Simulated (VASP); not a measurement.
# C in VASP: settings compared

The runs below take C through single point, with r2SCAN, HSE06.

All numbers are computed with VASP 6.6.1; they aren't measurements. Logs are shortened: lines on timing, memory, paths and dates and some standing lists are left out, and cuts for length are marked.

### 1 The cell of the first run

It takes space group Imma (No. 74, orthorhombic). The conventional cell has a = 2.467 Å, b = 2.568 Å, c = 3.560 Å, α = 90.00°, β = 90.00°, γ = 90.00°. C (site symmetry mm2) has 4 C at 1.52 to 1.56 Å within 2.0 Å.

### 2 Single point, r2SCAN (shear xy strain +4.0%)

File POSCAR:

```
C
1.0
    0.0356024828      1.7801241423      1.7801241423
    1.7801241423      0.0356024828      1.7801241423
    1.8157266251      1.8157266251      0.0000000000
C
2
Direct
    0.0003241745      0.0003241745     -0.0003241745
    0.2496758255      0.2496758255      0.2503241745
```

File INCAR.step1:

```
PREC = Accurate
ENCUT = 520
ISMEAR = 0
SIGMA = 0.01
LREAL = False
LASPH = True
NELM = 60
NBANDS = 11
GGA = PE
ALGO = Normal
EDIFF = 1E-4
LWAVE = True
LCHARG = False
```

File INCAR.step2:

```
PREC = Accurate
ENCUT = 520
EDIFF = 1E-6
ISMEAR = 0
SIGMA = 0.01
LREAL = False
LASPH = True
NELM = 60
ALGO = Normal
ISIF = 2
LWAVE = False
LCHARG = False
METAGGA = R2SCAN
LMIXTAU = True
NBANDS = 11
ISTART = 1
```

File KPOINTS:

```
regular mesh
0
Gamma
  12 12 12
```

Potentials or basis: VASP PAW PBE potentials, release 64 (C).

Command:

```
$ cat potpaw_PBE.64/C/POTCAR > POTCAR
$ cp INCAR.step1 INCAR
$ mpirun -np 1 vasp_std > vasp.out
$ cp INCAR.step2 INCAR
$ mpirun -np 1 vasp_std > vasp.out
```

OUTCAR:

```text
PREC = Accurate
   ENCUT = 520
   EDIFF = 1E-6
   ISMEAR = 0
   LREAL = False
   LASPH = True
   NELM = 60
   ISIF = 2
   METAGGA = R2SCAN
   ISTART = 1

 ion  position               nearest neighbor table
   1  0.000  0.000  1.000-   2 1.52   2 1.52   2 1.56   2 1.56
   2  0.250  0.250  0.250-   1 1.52   1 1.52   1 1.56   1 1.56

  LATTYP: Found a body centered orthorhombic cell.
 ALAT       =     2.4671261907
 B/A-ratio  =     1.0408163265
 C/A-ratio  =     1.4430750636

  Lattice vectors:

 A1 = (   1.7801241423,   0.0356024828,  -1.7801241423)
 A2 = (  -1.7801241423,  -0.0356024828,  -1.7801241423)
 A3 = (   0.0356024828,   1.7801241423,   1.7801241423)

Analysis of symmetry for initial positions (statically):
=====================================================================
 Subroutine PRICEL returns:
 Original cell was already a primitive cell.

 Routine SETGRP: Setting up the symmetry group for a
 body centered orthorhombic supercell.

 Subroutine GETGRP returns: Found  8 space group operations
 (whereof  4 operations were pure point group operations)
 out of a pool of  8 trial point group operations.

The static configuration has the point symmetry C_2v.
 The point group associated with its full space group is D_2h.

Analysis of symmetry for dynamics (positions and initial velocities):
=====================================================================
 Subroutine PRICEL returns:
 Original cell was already a primitive cell.

 Routine SETGRP: Setting up the symmetry group for a
 body centered orthorhombic supercell.

 Subroutine GETGRP returns: Found  8 space group operations
 (whereof  4 operations were pure point group operations)
 out of a pool of  8 trial point group operations.

The dynamic configuration has the point symmetry C_2v.
 The point group associated with its full space group is D_2h.

 Subroutine INISYM returns: Found  8 space group operations
 (whereof  4 operations are pure point group operations),
 and found     1 'primitive' translations

----------------------------------------------------------------------------------------

                                     Primitive cell

  volume of cell :      11.2774

  direct lattice vectors                    reciprocal lattice vectors
     0.035602483  1.780124142  1.780124142    -0.286611517  0.286611517  0.280879287
     1.780124142  0.035602483  1.780124142     0.286611517 -0.286611517  0.280879287
     1.815726625  1.815726625  0.000000000     0.275371850  0.275371850 -0.280879287
[... 92 lines left out ...]
   POTIM  = 0.5000    time-step for ionic-motion
   TEBEG  =    0.0;   TEEND  =   0.0 temperature during run
   PSTRESS=    0.0 pullay stress
   NELECT =       8.0000    total number of electrons
   NUPDOWN=      -1.0000    fix difference up-down
   EMIN   =  10.00;   EMAX   =-10.00  energy-range for DOS
   EFERMI =   0.00;   METHOD = LEGACY
   ISMEAR =     0;   SIGMA  =   0.01  broadening in eV -4-tet -1-fermi 0-gaus
   EFERMI_NEDOS =   21; number of points for ismear=-14 and -15
   IALGO  =     38    algorithm
   IMIX   =      4    mixing-type and parameters
     AMIX     =   0.40;   BMIX     =  1.00
     AMIX_MAG =   1.60;   BMIX_MAG =  1.00
  volume/ion in A,a.u.               =       5.64        38.05
  Fermi-wavevector in a.u.,A,eV,Ry     =   1.460055  2.759103 29.004351  2.131760
  Thomas-Fermi vector in A             =   2.576549
   LORBIT       =      0    0 simple, 1 ext, 2 COOP (PROOUT), +10 PAW based schemes
   METAGGA = R2SCAN    functional components
   LHFCALC =     F    Hartree Fock is set to
   AEXX    =    0.0000 exact exchange contribution
   IVDW    =     0    specifies the selected vdW correction
   LEPSILON=     F    determine dielectric tensor
   LRPA    =     F    only Hartree local field effects (RPA)
 non-spin polarized calculation
 Gauss-broadening in eV      SIGMA  =   0.01
  energy-cutoff  :      520.00
  volume of cell :       11.28
 maximum number of plane-waves:       313
   NGX =  9   NGY =  9   NGZ =  9

 number of electron       7.9999999 magnetization

 Free energy of the ion-electron system (eV)
  ---------------------------------------------------
  ext. energy  EPLUGINS =         0.00000000
  ---------------------------------------------------
  free energy    TOTEN  =       -19.62388686 eV

  energy without entropy =      -19.62388686  energy(sigma->0) =      -19.62388686

 E-fermi :   9.9822     XC(G=0): -14.2897

 val. band max:        9.8468877872   @ k =   0.0000   0.0000   0.0000
 cond. band min:      13.9408204490   @ k =   0.4167   0.4167   0.0000
 fundamental gap:      4.0939326618
 Fermi energy:         9.9821730185

 k-point     1 :       0.0000    0.0000    0.0000
  band No.  band energies     occupation
      1     -12.9833      2.00000
      2       9.7662      2.00000
      3       9.7675      2.00000
      4       9.8469      2.00000
      5      15.0638      0.00000
      6      15.5575      0.00000
      7      16.2526      0.00000
      8      23.8745      0.00000
      9      30.3046      0.00000
     10      37.2514      0.00000
     11      37.3003      0.00000
[... 309 lines left out ...]
 k-point    24 :      -0.4167    0.1667    0.0000
  band No.  band energies     occupation
      1      -6.2304      2.00000
      2      -3.5020      2.00000
      3       3.8437      2.00000
      4       5.7631      2.00000
      5      17.2447      0.00000
      6      20.2934      0.00000
      7      21.4130      0.00000
      8      26.5733      0.00000
      9      30.6957      0.00000
     10      34.5992      0.00000
     11      36.1365      0.00000

 [... further k-points ...]

------------------------ aborting loop because EDIFF is reached ----------------------------------------

  FORCE on cell =-STRESS in cart. coord.  units (eV):
  Direction    XX          YY          ZZ          XY          YZ          ZX
  --------------------------------------------------------------------------------------
  -------------------------------------------------------------------------------------
  Total        0.1623047      0.1623047      0.0877003     -1.6653445      0.0000000      0.0000000
  in kB       23.0586812     23.0586812     12.4596172   -236.5960810      0.0000000      0.0000000
  external PRESSURE =      19.5256599 kB  Pullay stress =       0.0000000 kB

 VOLUME and BASIS-vectors are now :
 -----------------------------------------------------------------------------
  energy-cutoff  :      520.00
  volume of cell :       11.28
      direct lattice vectors                 reciprocal lattice vectors
     0.035602483  1.780124142  1.780124142    -0.286611517  0.286611517  0.280879287
     1.780124142  0.035602483  1.780124142     0.286611517 -0.286611517  0.280879287
     1.815726625  1.815726625  0.000000000     0.275371850  0.275371850 -0.280879287

 POSITION                                       TOTAL-FORCE (eV/Angst)
 -----------------------------------------------------------------------------------
      1.81573      1.81573      0.00115         0.000000      0.000000      0.014090
      0.90786      0.90786      0.88891        -0.000000     -0.000000     -0.014090
 -----------------------------------------------------------------------------------
    total drift:                               -0.000000     -0.000000     -0.000000

  FREE ENERGIE OF THE ION-ELECTRON SYSTEM (eV)
  ---------------------------------------------------
  free  energy   TOTEN  =       -19.6238868574 eV

  energy  without entropy=      -19.6238868574  energy(sigma->0) =      -19.62388686
```

OSZICAR.step1:

```text
N       E                     dE             d eps       ncg     rms          rms(c)
DAV:   1     0.702373475481E+00    0.70237E+00   -0.48440E+03  6390   0.720E+02
DAV:   2    -0.184367660823E+02   -0.19139E+02   -0.18533E+02  8018   0.124E+02
DAV:   3    -0.188057418955E+02   -0.36898E+00   -0.36811E+00  7266   0.133E+01
DAV:   4    -0.188063142629E+02   -0.57237E-03   -0.57236E-03  6585   0.663E-01
DAV:   5    -0.188063149424E+02   -0.67949E-06   -0.67949E-06  7003   0.212E-02    0.561E+00
DAV:   6    -0.183145639511E+02    0.49175E+00   -0.25829E-01  6322   0.359E+00    0.335E+00
DAV:   7    -0.181493599146E+02    0.16520E+00   -0.31578E-01  6670   0.402E+00    0.772E-01
DAV:   8    -0.181511932027E+02   -0.18333E-02   -0.89034E-03  6487   0.709E-01    0.433E-02
DAV:   9    -0.181512311998E+02   -0.37997E-04   -0.59495E-05  6615   0.632E-02
   1 F= -.18151231E+02 E0= -.18151231E+02  d E =-.108243E-23
```

Wall time 2 min (1 thread of Intel Xeon Platinum 8375C at 2.90GHz (Ice Lake), shared host); peak memory 0.14 GiB.

Results:

```
Free energy            : -19.6239 eV
Pressure               : 2.0 GPa
Largest force          : 0.014 eV/Å
Band gap on the k mesh : 4.09 eV, indirect (least direct gap 5.22 eV)
```

Forces in eV/Å, atoms in the order of the input:
```
C    0.000  0.000  0.014
C    0.000  0.000 -0.014
```

Stress tensor (GPa, compression positive):
```
  2.31 -23.66   0.00
-23.66   2.31   0.00
  0.00   0.00   1.25
```

Caveat: the cell differs from its parent crystal (shear xy strain +4.0%); the PAW data sets were made with another functional, which shifts forces and pressure a little.

### 3 Single point, HSE06

File POSCAR:

```
C
1.0
    0.0000000000      1.7801241423      1.7801241423
    1.7801241423      0.0000000000      1.7801241423
    1.7801241423      1.7801241423      0.0000000000
C
2
Direct
    0.0000000000      0.0000000000      0.0000000000
    0.2500000000      0.2500000000      0.2500000000
```

File INCAR.step1:

```
SYSTEM = C
PREC = Accurate ; ENCUT = 520
EDIFF = 1E-5 ; ISMEAR = 0
SIGMA = 0.01 ; LREAL = .False.
LASPH = .True. ; NELM = 60
ALGO = Normal ; ISIF = 2
LWAVE = .True. ; GGA = PE
NBANDS = 11
```

File INCAR.step2:

```
SYSTEM = C
PREC = Accurate ; ENCUT = 520
EDIFF = 1E-6 ; ISMEAR = 0
SIGMA = 0.01 ; LREAL = .False.
LASPH = .True. ; NELM = 60
ALGO = Normal ; ISIF = 2
LWAVE = .False. ; LCHARG = .True.
GGA = PE ; LHFCALC = .True.
HFSCREEN = 0.2079 ; PRECFOCK = Normal
LELF = .True. ; LVHAR = .True.
ISTART = 1 ; NBANDS = 11
```

File KPOINTS:

```
regular mesh
0
Gamma
  8 8 8
  0 0 0
```

Potentials or basis: VASP PAW PBE potentials, release 64 (C).

Command:

```
$ cat potpaw_PBE.64/C/POTCAR > POTCAR
$ cp INCAR.step1 INCAR
$ mpirun -np 1 vasp_std > vasp.out
$ cp INCAR.step2 INCAR
$ mpirun -np 1 vasp_std > vasp.out
```

OUTCAR:

```text
SYSTEM = C
   PREC = Accurate
   ENCUT = 520
   EDIFF = 1E-6
   ISMEAR = 0
   LREAL = .False.
   LASPH = .True.
   NELM = 60
   ISIF = 2
   GGA = PE
   LHFCALC = .True.
   HFSCREEN = 0.2079
   PRECFOCK = Normal
   ISTART = 1

 ion  position               nearest neighbor table
   1  0.000  0.000  0.000-   2 1.54   2 1.54   2 1.54   2 1.54
   2  0.250  0.250  0.250-   1 1.54   1 1.54   1 1.54   1 1.54

  LATTYP: Found a face centered cubic cell.
 ALAT       =     3.5602482846

  Lattice vectors:

 A1 = (   0.0000000000,   1.7801241423,   1.7801241423)
 A2 = (   1.7801241423,   0.0000000000,   1.7801241423)
 A3 = (   1.7801241423,   1.7801241423,   0.0000000000)

Analysis of symmetry for initial positions (statically):
=====================================================================
 Subroutine PRICEL returns:
 Original cell was already a primitive cell.

 Routine SETGRP: Setting up the symmetry group for a
 face centered cubic supercell.

 Subroutine GETGRP returns: Found 48 space group operations
 (whereof 24 operations were pure point group operations)
 out of a pool of 48 trial point group operations.

The static configuration has the point symmetry T_d .
 The point group associated with its full space group is O_h .

Analysis of symmetry for dynamics (positions and initial velocities):
=====================================================================
 Subroutine PRICEL returns:
 Original cell was already a primitive cell.

 Routine SETGRP: Setting up the symmetry group for a
 face centered cubic supercell.

 Subroutine GETGRP returns: Found 48 space group operations
 (whereof 24 operations were pure point group operations)
 out of a pool of 48 trial point group operations.

The dynamic configuration has the point symmetry T_d .
 The point group associated with its full space group is O_h .

 Subroutine INISYM returns: Found 48 space group operations
 (whereof 24 operations are pure point group operations),
 and found     1 'primitive' translations

----------------------------------------------------------------------------------------

                                     Primitive cell

  volume of cell :      11.2819

  direct lattice vectors                    reciprocal lattice vectors
     0.000000000  1.780124142  1.780124142    -0.280879287  0.280879287  0.280879287
     1.780124142  0.000000000  1.780124142     0.280879287 -0.280879287  0.280879287
     1.780124142  1.780124142  0.000000000     0.280879287  0.280879287 -0.280879287

  length of vectors
     2.517475705  2.517475705  2.517475705     0.486497196  0.486497196  0.486497196

  position of ions in fractional coordinates (direct lattice)
     0.000000000  0.000000000  0.000000000
     0.250000000  0.250000000  0.250000000

  ion indices of the primitive-cell ions
   primitive index   ion index
                 1           1
                 2           2

----------------------------------------------------------------------------------------
[... 53 lines left out ...]
   number of dos      NEDOS =    301   number of ions     NIONS =      2
   total plane-waves  NPLWV =   8000
   dimension x,y,z NGX =    20 NGY =   20 NGZ =   20
   dimension x,y,z NGXF=    40 NGYF=   40 NGZF=   40
   ions per type =               2
   NGX,Y,Z   is equivalent  to a cutoff of  13.21, 13.21, 13.21 a.u.
   NGXF,Y,Z  is equivalent  to a cutoff of  26.41, 26.41, 26.41 a.u.
 SYSTEM =  C
   PREC   = accura    normal or accurate (medium, high low for compatibility)
   ISTART =      1    job   : 0-new  1-cont  2-samecut
   ICHARG =      0    charge: 1-file 2-atom 10-const
   ISPIN  =      1    spin polarized calculation?
   LNONCOLLINEAR =      F non collinear calculations
   LSORBIT =      F    spin-orbit coupling
   LASPH  =      T    aspherical Exc in radial PAW
   ENCUT  =  520.0 eV  38.22 Ry    6.18 a.u.   4.68  4.68  4.68*2*pi/ulx,y,z
   NELM   =     60;   NELMIN=  2; NELMDL=  0     # of ELM steps
   EDIFF  = 0.1E-05   stopping-criterion for ELM
   LREAL  =      F    real-space projection
   EDIFFG = 0.1E-04   stopping-criterion for IOM
   NSW    =      0    number of steps for IOM
   IBRION =     -1    ionic relax: 0-MD 1-quasi-New 2-CG
   NFREE  =      0    steps in history (QN), initial steepest desc. (CG)
   ISIF   =      2    stress and relaxation
   ISYM   =      3    0-nonsym 1-usesym 2-fastsym
   POTIM  = 0.5000    time-step for ionic-motion
   TEBEG  =    0.0;   TEEND  =   0.0 temperature during run
   PSTRESS=    0.0 pullay stress
   NELECT =       8.0000    total number of electrons
   NUPDOWN=      -1.0000    fix difference up-down
   EMIN   =  10.00;   EMAX   =-10.00  energy-range for DOS
   EFERMI =   0.00;   METHOD = LEGACY
   ISMEAR =     0;   SIGMA  =   0.01  broadening in eV -4-tet -1-fermi 0-gaus
   EFERMI_NEDOS =   21; number of points for ismear=-14 and -15
   IALGO  =     38    algorithm
   IMIX   =      1    mixing-type and parameters
     AMIX     =   0.40;   BMIX     =  1.00
     AMIX_MAG =   1.60;   BMIX_MAG =  1.00
  volume/ion in A,a.u.               =       5.64        38.07
  Fermi-wavevector in a.u.,A,eV,Ry     =   1.459860  2.758735 28.996616  2.131191
  Thomas-Fermi vector in A             =   2.576377
   LORBIT       =      0    0 simple, 1 ext, 2 COOP (PROOUT), +10 PAW based schemes
   GGA     = PE    functional components
   LHFCALC =     T    Hartree Fock is set to
   PRECFOCK=normal    Normal, Fast or Accurate (Low or Medium for compatibility)
   ENCUT4O =  -1.0   cutoff for four orbital integrals eV
   NKREDX  =     1    reduce k-point grid by
   NKREDY  =     1    reduce k-point grid by
   NKREDZ  =     1    reduce k-point grid by
   AEXX    =    0.2500 exact exchange contribution
   HFSCREEN=    0.2079 screening length (either q_TF or 0.3 A-1)
   HFSCREENC=   0.2079 screening length for correlation (either q_TF or 0.3 A-1)
   ENCUTFOCK=  -1.0 apply spherical cutoff to Coloumb kernel
   IVDW    =     0    specifies the selected vdW correction
   LEPSILON=     F    determine dielectric tensor
   LRPA    =     F    only Hartree local field effects (RPA)
 non-spin polarized calculation
 Gauss-broadening in eV      SIGMA  =   0.01
  energy-cutoff  :      520.00
  volume of cell :       11.28
 maximum number of plane-waves:       314
  NGX = 16; NGY = 16; NGZ = 16

 number of electron       7.9999999 magnetization

 Free energy of the ion-electron system (eV)
  ---------------------------------------------------
  ext. energy  EPLUGINS =         0.00000000
  ---------------------------------------------------
  free energy    TOTEN  =       -21.05081071 eV

  energy without entropy =      -21.05081071  energy(sigma->0) =      -21.05081071

 E-fermi :   9.2654     XC(G=0): -10.8444

 val. band max:        9.1911915549   @ k =   0.0000   0.0000   0.0000
 cond. band min:      14.4828349123   @ k =   0.3750   0.3750   0.0000
 fundamental gap:      5.2916433574
 Fermi energy:         9.2653528192

 k-point     1 :       0.0000    0.0000    0.0000
  band No.  band energies     occupation
      1     -14.4219      2.00000
      2       9.1912      2.00000
      3       9.1912      2.00000
      4       9.1912      2.00000
      5      16.1782      0.00000
      6      16.1782      0.00000
      7      16.1782      0.00000
      8      24.5832      0.00000
      9      30.1092      0.00000
     10      37.5525      0.00000
     11      37.5525      0.00000
[... 309 lines left out ...]
 k-point    24 :      -0.3750    0.2500    0.1250
  band No.  band energies     occupation
      1      -7.0621      2.00000
      2      -4.3951      2.00000
      3       2.2474      2.00000
      4       4.0637      2.00000
      5      18.9355      0.00000
      6      20.2878      0.00000
      7      24.3327      0.00000
      8      26.2220      0.00000
      9      29.2515      0.00000
     10      35.5677      0.00000
     11      37.6043      0.00000

 [... further k-points ...]

------------------------ aborting loop because EDIFF is reached ----------------------------------------

  FORCE on cell =-STRESS in cart. coord.  units (eV):
  Direction    XX          YY          ZZ          XY          YZ          ZX
  --------------------------------------------------------------------------------------
  -------------------------------------------------------------------------------------
  Total       -0.3420549     -0.3420549     -0.3420549      0.0000000      0.0000000     -0.0000000
  in kB      -48.5764203    -48.5764203    -48.5764203      0.0000000      0.0000000     -0.0000000
  external PRESSURE =     -48.5764203 kB  Pullay stress =       0.0000000 kB

 VOLUME and BASIS-vectors are now :
 -----------------------------------------------------------------------------
  energy-cutoff  :      520.00
  volume of cell :       11.28
      direct lattice vectors                 reciprocal lattice vectors
     0.000000000  1.780124142  1.780124142    -0.280879287  0.280879287  0.280879287
     1.780124142  0.000000000  1.780124142     0.280879287 -0.280879287  0.280879287
     1.780124142  1.780124142  0.000000000     0.280879287  0.280879287 -0.280879287

 POSITION                                       TOTAL-FORCE (eV/Angst)
 -----------------------------------------------------------------------------------
      0.00000      0.00000      0.00000         0.000000      0.000000      0.000000
      0.89006      0.89006      0.89006        -0.000000     -0.000000     -0.000000
 -----------------------------------------------------------------------------------
    total drift:                               -0.000000     -0.000000      0.000000

  FREE ENERGIE OF THE ION-ELECTRON SYSTEM (eV)
  ---------------------------------------------------
  free  energy   TOTEN  =       -21.0508107095 eV

  energy  without entropy=      -21.0508107095  energy(sigma->0) =      -21.05081071
```

It took 7.8 min on 1 thread of Intel Xeon Platinum 8375C at 2.90GHz (Ice Lake), shared host; peak memory 0.22 GiB.

Results:

* Free energy: -21.0508 eV
* Pressure: -4.9 GPa
* Band gap on the k mesh: 5.29 eV, indirect (least direct gap 6.99 eV)

Caveat: the PAW data sets were made with another functional, which shifts forces and pressure a little. A k mesh can miss the band edges.
